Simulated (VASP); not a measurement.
# O (P4/mmm) in VASP: a series of runs

The runs below take O through single point, with r2SCAN.

Everything below comes from runs of VASP 6.6.1. Logs are shortened: lines on timing, memory, paths and dates and some standing lists are left out, and cuts for length are marked.

## (1) The cell of the first run

Symmetry: P4/mmm, No. 123, tetragonal system. Conventional cell: a = 1.776 Å, b = 1.776 Å, c = 3.053 Å, α = 90.00°, β = 90.00°, γ = 90.00°. Within 2.4 Å of O (site symmetry 4/mmm) lie 4 O at 1.78 Å.

## (2) Single point, r2SCAN

POSCAR reads:

```
O
1.0
    1.7755912600      0.0000000000      0.0000000000
    0.0000000000      1.7755912600      0.0000000000
    0.0000000000      0.0000000000      3.0530507000
O
1
Direct
    0.0000000000      0.0000000000      0.0000000000
```

INCAR.step1 reads:

```
ALGO = Normal
EDIFF = 1E-4
ENCUT = 520
GGA = PE
ISMEAR = -1
LASPH = True
LCHARG = False
LREAL = False
LWAVE = True
NBANDS = 9
NELM = 100
PREC = Accurate
SIGMA = 0.25
```

INCAR.step2 reads:

```
ALGO = Normal
EDIFF = 1E-6
ENCUT = 520
ISIF = 2
ISMEAR = -1
ISTART = 1
LASPH = True
LCHARG = False
LMIXTAU = True
LREAL = False
LWAVE = False
METAGGA = R2SCAN
NBANDS = 9
NELM = 100
PREC = Accurate
SIGMA = 0.25
```

KPOINTS reads:

```
Automatic mesh
0
Gamma
  7 7 4
  0.5 0.5 0.5
```

Potentials or basis: VASP PAW PBE potentials, release 64 (O).

Run with:

```
cat potpaw_PBE.64/O/POTCAR > POTCAR
cp INCAR.step1 INCAR
mpirun -np 1 vasp_std > vasp.out
cp INCAR.step2 INCAR
mpirun -np 1 vasp_std > vasp.out
```

OUTCAR:

```text
EDIFF = 1E-6
   ENCUT = 520
   ISIF = 2
   ISMEAR = -1
   ISTART = 1
   LASPH = True
   LREAL = False
   METAGGA = R2SCAN
   NELM = 100
   PREC = Accurate

 ion  position               nearest neighbor table
   1  0.000  0.000  0.000-

  LATTYP: Found a simple tetragonal cell.
 ALAT       =     1.7755912600
 C/A-ratio  =     1.7194558054

  Lattice vectors:

 A1 = (   1.7755912600,   0.0000000000,   0.0000000000)
 A2 = (   0.0000000000,   1.7755912600,   0.0000000000)
 A3 = (   0.0000000000,   0.0000000000,   3.0530507000)

Analysis of symmetry for initial positions (statically):
=====================================================================
 Subroutine PRICEL returns:
 Original cell was already a primitive cell.

 Routine SETGRP: Setting up the symmetry group for a
 simple tetragonal supercell.

 Subroutine GETGRP returns: Found 16 space group operations
 (whereof 16 operations were pure point group operations)
 out of a pool of 16 trial point group operations.

The static configuration has the point symmetry D_4h.

Analysis of symmetry for dynamics (positions and initial velocities):
=====================================================================
 Subroutine PRICEL returns:
 Original cell was already a primitive cell.

 Routine SETGRP: Setting up the symmetry group for a
 simple tetragonal supercell.

 Subroutine GETGRP returns: Found 16 space group operations
 (whereof 16 operations were pure point group operations)
 out of a pool of 16 trial point group operations.

The dynamic configuration has the point symmetry D_4h.

 Subroutine INISYM returns: Found 16 space group operations
 (whereof 16 operations are pure point group operations),
 and found     1 'primitive' translations

----------------------------------------------------------------------------------------

                                     Primitive cell

  volume of cell :       9.6254

  direct lattice vectors                    reciprocal lattice vectors
     1.775591260  0.000000000  0.000000000     0.563192680  0.000000000  0.000000000
     0.000000000  1.775591260  0.000000000     0.000000000  0.563192680  0.000000000
     0.000000000  0.000000000  3.053050700     0.000000000  0.000000000  0.327541236

  length of vectors
     1.775591260  1.775591260  3.053050700     0.563192680  0.563192680  0.327541236

  position of ions in fractional coordinates (direct lattice)
     0.000000000  0.000000000  0.000000000

  ion indices of the primitive-cell ions
   primitive index   ion index
                 1           1

----------------------------------------------------------------------------------------

 KPOINTS: Automatic mesh

Automatic generation of k-mesh.
 Grid dimensions read from file:
 generate k-points for:    7    7    4

 Generating k-lattice:

  Cartesian coordinates                     Fractional coordinates (reciprocal lattice)
     0.080456097  0.000000000  0.000000000     0.142857143  0.000000000  0.000000000
     0.000000000  0.080456097  0.000000000     0.000000000  0.142857143  0.000000000
     0.000000000  0.000000000  0.081885309     0.000000000  0.000000000  0.250000000

  Length of vectors
     0.080456097  0.080456097  0.081885309

  Shift w.r.t. Gamma in fractional coordinates (k-lattice)
     0.500000000  0.500000000  0.500000000

 Subroutine IBZKPT returns following result:
 ===========================================

 Found     20 irreducible k-points:

 Following reciprocal coordinates:
            Coordinates               Weight
  0.071429  0.071429  0.125000      8.000000
  0.214286  0.071429  0.125000     16.000000
  0.357143  0.071429  0.125000     16.000000
  0.500000  0.071429  0.125000      8.000000
  0.214286  0.214286  0.125000      8.000000
  0.357143  0.214286  0.125000     16.000000
[... 12 lines left out ...]
  0.500000  0.357143  0.375000      8.000000
  0.500000  0.500000  0.375000      2.000000
   k-points           NKPTS =     20   k-points in BZ     NKDIM =     20   number of bands    NBANDS=      9
   number of dos      NEDOS =    301   number of ions     NIONS =      1
   total plane-waves  NPLWV =   4704
   dimension x,y,z NGX =    14 NGY =   14 NGZ =   24
   dimension x,y,z NGXF=    28 NGYF=   28 NGZF=   48
   ions per type =               1
   NGX,Y,Z   is equivalent  to a cutoff of  13.11, 13.11, 13.07 a.u.
   NGXF,Y,Z  is equivalent  to a cutoff of  26.22, 26.22, 26.14 a.u.
 SYSTEM =  unknown system
   PREC   = accura    normal or accurate (medium, high low for compatibility)
   ISTART =      1    job   : 0-new  1-cont  2-samecut
   ICHARG =      0    charge: 1-file 2-atom 10-const
   ISPIN  =      1    spin polarized calculation?
   LNONCOLLINEAR =      F non collinear calculations
   LSORBIT =      F    spin-orbit coupling
   LASPH  =      T    aspherical Exc in radial PAW
   ENCUT  =  520.0 eV  38.22 Ry    6.18 a.u.   3.30  3.30  5.68*2*pi/ulx,y,z
   NELM   =    100;   NELMIN=  2; NELMDL=  0     # of ELM steps
   EDIFF  = 0.1E-05   stopping-criterion for ELM
   LREAL  =      F    real-space projection
   EDIFFG = 0.1E-04   stopping-criterion for IOM
   NSW    =      0    number of steps for IOM
   IBRION =     -1    ionic relax: 0-MD 1-quasi-New 2-CG
   NFREE  =      0    steps in history (QN), initial steepest desc. (CG)
   ISIF   =      2    stress and relaxation
   ISYM   =      2    0-nonsym 1-usesym 2-fastsym
   POTIM  = 0.5000    time-step for ionic-motion
   TEBEG  =    0.0;   TEEND  =   0.0 temperature during run
   PSTRESS=    0.0 pullay stress
   NELECT =       6.0000    total number of electrons
   NUPDOWN=      -1.0000    fix difference up-down
   EMIN   =  10.00;   EMAX   =-10.00  energy-range for DOS
   EFERMI =   0.00;   METHOD = LEGACY
   ISMEAR =    -1;   SIGMA  =   0.25  broadening in eV -4-tet -1-fermi 0-gaus
   EFERMI_NEDOS =   21; number of points for ismear=-14 and -15
   IALGO  =     38    algorithm
   IMIX   =      4    mixing-type and parameters
     AMIX     =   0.40;   BMIX     =  1.00
     AMIX_MAG =   1.60;   BMIX_MAG =  1.00
  volume/ion in A,a.u.               =       9.63        64.96
  Fermi-wavevector in a.u.,A,eV,Ry     =   1.398466  2.642718 26.609011  1.955707
  Thomas-Fermi vector in A             =   2.521621
   LORBIT       =      0    0 simple, 1 ext, 2 COOP (PROOUT), +10 PAW based schemes
   METAGGA = R2SCAN    functional components
   LHFCALC =     F    Hartree Fock is set to
   AEXX    =    0.0000 exact exchange contribution
   IVDW    =     0    specifies the selected vdW correction
   LEPSILON=     F    determine dielectric tensor
   LRPA    =     F    only Hartree local field effects (RPA)
 non-spin polarized calculation
  energy-cutoff  :      520.00
  volume of cell :        9.63
 maximum number of plane-waves:       268
 NGX is ok and might be reduce to    14
   NGX =  7   NGY =  7   NGZ = 11

 number of electron       6.0000005 magnetization

 Free energy of the ion-electron system (eV)
  ---------------------------------------------------
  ext. energy  EPLUGINS =         0.00000000
  ---------------------------------------------------
  free energy    TOTEN  =        -4.13369830 eV

  energy without entropy =       -4.03205257  energy(sigma->0) =       -4.08287544

 E-fermi :   0.2266     XC(G=0): -11.0642

 val. band max:        0.1969052126   @ k =   0.3571   0.3571   0.1250
 cond. band min:       0.4552316639   @ k =   0.2143   0.2143   0.1250
 fundamental gap:      0.2583264513
 Fermi energy:         0.2266486436

 k-point     1 :       0.0714    0.0714    0.1250
  band No.  band energies     occupation
      1     -23.5177      2.00000
      2      -4.6586      2.00000
      3       3.6275      0.00000
      4       3.7824      0.00000
      5      10.3265      0.00000
      6      28.8566      0.00000
      7      32.4489      0.00000
      8      36.6765      0.00000
      9      48.0193      0.00000

 k-point     2 :       0.2143    0.0714    0.1250
  band No.  band energies     occupation
      1     -22.1358      2.00000
      2      -3.5824      2.00000
      3      -0.7809      1.96508
      4       4.2668      0.00000
      5      12.0621      0.00000
      6      27.7386      0.00000
      7      32.4779      0.00000
      8      37.1544      0.00000
      9      42.7238      0.00000

 k-point     3 :       0.3571    0.0714    0.1250
  band No.  band energies     occupation
      1     -19.6932      2.00000
      2      -6.1902      2.00000
      3      -1.9827      1.99971
      4       5.0093      0.00000
      5      15.3624      0.00000
      6      24.4482      0.00000
      7      28.2328      0.00000
      8      37.4390      0.00000
      9      40.8819      0.00000

 k-point     4 :       0.5000    0.0714    0.1250
  band No.  band energies     occupation
      1     -17.9290      2.00000
      2      -9.0797      2.00000
      3      -1.1364      1.99146
      4       5.3620      0.00000
      5      18.8129      0.00000
      6      21.2851      0.00000
      7      25.1012      0.00000
      8      38.5637      0.00000
      9      40.5322      0.00000

 k-point     5 :       0.2143    0.2143    0.1250
  band No.  band energies     occupation
      1     -20.7794      2.00000
      2      -2.5685      1.99997
      3      -0.4011      1.84981
      4       0.4552      0.57223
      5      13.7579      0.00000
      6      27.8022      0.00000
      7      31.6079      0.00000
      8      36.5236      0.00000
      9      41.4277      0.00000

 k-point     6 :       0.3571    0.2143    0.1250
  band No.  band energies     occupation
      1     -18.3874      2.00000
      2      -5.2130      2.00000
      3      -1.0846      1.98951
      4       1.1924      0.04114
      5      16.9494      0.00000
      6      26.1923      0.00000
      7      27.7402      0.00000
      8      34.0627      0.00000
      9      38.6120      0.00000
[... 121 lines left out ...]
 k-point    17 :       0.5000    0.2143    0.3750
  band No.  band energies     occupation
      1     -16.5791      2.00000
      2      -7.8979      2.00000
      3      -0.8040      1.96811
      4       1.7656      0.00423
      5      17.7124      0.00000
      6      24.7190      0.00000
      7      27.0004      0.00000
      8      38.4203      0.00000
      9      39.0550      0.00000

 k-point    18 :       0.3571    0.3571    0.3750
  band No.  band energies     occupation
      1     -15.9912      2.00000
      2      -4.0821      2.00000
      3      -3.2092      2.00000
      4      -0.2761      1.76390
      5      19.4418      0.00000
      6      23.9524      0.00000
      7      28.4027      0.00000
      8      32.4693      0.00000
      9      38.6582      0.00000

 k-point    19 :       0.5000    0.3571    0.3750
  band No.  band energies     occupation
      1     -14.3325      2.00000
      2      -6.3116      2.00000
      3      -2.8664      1.99999
      4       0.4822      0.52920
      5      20.8072      0.00000
      6      22.6422      0.00000
      7      26.0230      0.00000
      8      35.7539      0.00000
      9      36.1739      0.00000

 k-point    20 :       0.5000    0.5000    0.3750
  band No.  band energies     occupation
      1     -12.6563      2.00000
      2      -5.4720      2.00000
      3      -5.4720      2.00000
      4       1.1325      0.05200
      5      19.3330      0.00000
      6      26.4219      0.00000
      7      26.4219      0.00000
      8      29.2627      0.00000
      9      34.8033      0.00000

------------------------ aborting loop because EDIFF is reached ----------------------------------------

  FORCE on cell =-STRESS in cart. coord.  units (eV):
  Direction    XX          YY          ZZ          XY          YZ          ZX
  --------------------------------------------------------------------------------------
  -------------------------------------------------------------------------------------
  Total       -0.1148350     -0.1148350      0.0120577      0.0000000      0.0000000      0.0000000
  in kB      -19.1145920    -19.1145920      2.0070419      0.0000000      0.0000000      0.0000000
  external PRESSURE =     -12.0740473 kB  Pullay stress =       0.0000000 kB

 VOLUME and BASIS-vectors are now :
 -----------------------------------------------------------------------------
  energy-cutoff  :      520.00
  volume of cell :        9.63
      direct lattice vectors                 reciprocal lattice vectors
     1.775591260  0.000000000  0.000000000     0.563192680  0.000000000  0.000000000
     0.000000000  1.775591260  0.000000000     0.000000000  0.563192680  0.000000000
     0.000000000  0.000000000  3.053050700     0.000000000  0.000000000  0.327541236

 POSITION                                       TOTAL-FORCE (eV/Angst)
 -----------------------------------------------------------------------------------
      0.00000      0.00000      0.00000         0.000000      0.000000      0.000000
 -----------------------------------------------------------------------------------
    total drift:                               -0.000000     -0.000000      0.000000

  FREE ENERGIE OF THE ION-ELECTRON SYSTEM (eV)
  ---------------------------------------------------
  free  energy   TOTEN  =        -4.1336983046 eV

  energy  without entropy=       -4.0320525705  energy(sigma->0) =       -4.08287544
```

It took 11 s on 1 thread of Intel Xeon 8259CL, shared host; peak memory 0.11 GiB.

Results:

| Quantity | Value |
| --- | --- |
| Free energy | -4.1337 eV |
| Pressure | -1.2 GPa |
| Band gap on the k mesh | zero (band 3 reaches 3.65 eV, above the bottom of band 4 at -0.28 eV) |

Caveat: the k points lie up to 0.51 Å⁻¹ apart; the PAW data sets were made with another functional, which shifts forces and pressure a little.

## (3) Single point, r2SCAN

POSCAR is that of step 2.

INCAR.step1 reads:

```
ALGO = Normal
EDIFF = 1E-4
ENCUT = 520
GGA = PE
ISMEAR = -1
LASPH = T
LCHARG = F
LREAL = F
LWAVE = T
NBANDS = 9
NELM = 80
PREC = Accurate
SIGMA = 0.15
```

INCAR.step2 reads:

```
ALGO = Normal
EDIFF = 1E-7
ENCUT = 520
ISIF = 2
ISMEAR = -1
ISTART = 1
LASPH = T
LCHARG = F
LMIXTAU = T
LREAL = F
LWAVE = F
METAGGA = R2SCAN
NBANDS = 9
NELM = 80
PREC = Accurate
SIGMA = 0.15
```

KPOINTS is that of step 2.

Potentials or basis: VASP PAW PBE potentials, release 64 (O).

Run with:

```
cat potpaw_PBE.64/O/POTCAR > POTCAR
cp INCAR.step1 INCAR
mpirun -np 1 vasp_std > vasp.out
cp INCAR.step2 INCAR
mpirun -np 1 vasp_std > vasp.out
```

Run time: 12 s. Hardware: 1 thread of Intel Xeon 8259CL, shared host; peak memory 0.11 GiB.

The run converged. Its results:

```
Free energy            : -4.1029 eV
Pressure               : -2.9 GPa
Band gap on the k mesh : zero (band 3 reaches 3.63 eV, above the bottom of band 4 at -0.28 eV)
```

Stress tensor (GPa, compression positive):
```
-4.46  0.00  0.00
 0.00 -4.46  0.00
 0.00  0.00  0.36
```

Levels at points of the mesh, in eV from the Fermi level:
| k point | band 1 | band 2 | band 3 | band 4 | band 5 | band 6 |
| --- | --- | --- | --- | --- | --- | --- |
| (0.07, 0.07, 0.12) | -23.76 | -4.90 | 3.39 | 3.54 | 10.10 | 28.62 |

Caveat: the k points lie up to 0.51 Å⁻¹ apart; the PAW data sets were made with another functional, which shifts forces and pressure a little.

## (4) Single point, r2SCAN

POSCAR is that of step 3.

INCAR.step1 reads:

```
SYSTEM = O
ALGO = Normal ; EDIFF = 1E-4
ENCUT = 520 ; GGA = PE
ISMEAR = -1 ; LASPH = .TRUE.
LCHARG = .FALSE. ; LREAL = .FALSE.
LWAVE = .TRUE. ; NBANDS = 9
NELM = 100 ; PREC = Accurate
SIGMA = 0.1
```

INCAR.step2 reads:

```
SYSTEM = O
ALGO = Normal ; EDIFF = 1E-6
ENCUT = 520 ; ISIF = 2
ISMEAR = -1 ; ISTART = 1
LASPH = .TRUE. ; LCHARG = .TRUE.
LELF = .TRUE. ; LMIXTAU = .TRUE.
LREAL = .FALSE. ; LVHAR = .TRUE.
LWAVE = .FALSE. ; METAGGA = R2SCAN
NBANDS = 9 ; NELM = 100
PREC = Accurate ; SIGMA = 0.1
```

KPOINTS is that of step 3.

Run with:

```
cat potpaw_PBE.64/O/POTCAR > POTCAR
cp INCAR.step1 INCAR
mpirun -np 1 vasp_std > vasp.out
cp INCAR.step2 INCAR
mpirun -np 1 vasp_std > vasp.out
```

Run time: 11 s. Hardware: 1 thread of Intel Xeon 8259CL, shared host; peak memory 0.11 GiB.

Results (log left out):

```
Free energy            : -4.0940 eV
Pressure               : -3.4 GPa
Band gap on the k mesh : zero (band 3 reaches 3.63 eV, above the bottom of band 4 at -0.28 eV)
```

Stress tensor (GPa, compression positive):
```
-5.51  0.00  0.00
 0.00 -5.51  0.00
 0.00  0.00  0.70
```

Levels at points of the mesh, in eV from the Fermi level:
| k point | band 1 | band 2 | band 3 | band 4 | band 5 | band 6 |
| --- | --- | --- | --- | --- | --- | --- |
| (0.07, 0.07, 0.12) | -23.79 | -4.92 | 3.35 | 3.51 | 10.07 | 28.59 |

Caveat: the k points lie up to 0.51 Å⁻¹ apart; the PAW data sets were made with another functional, which shifts forces and pressure a little.

(Continued in part 2 of 2.)
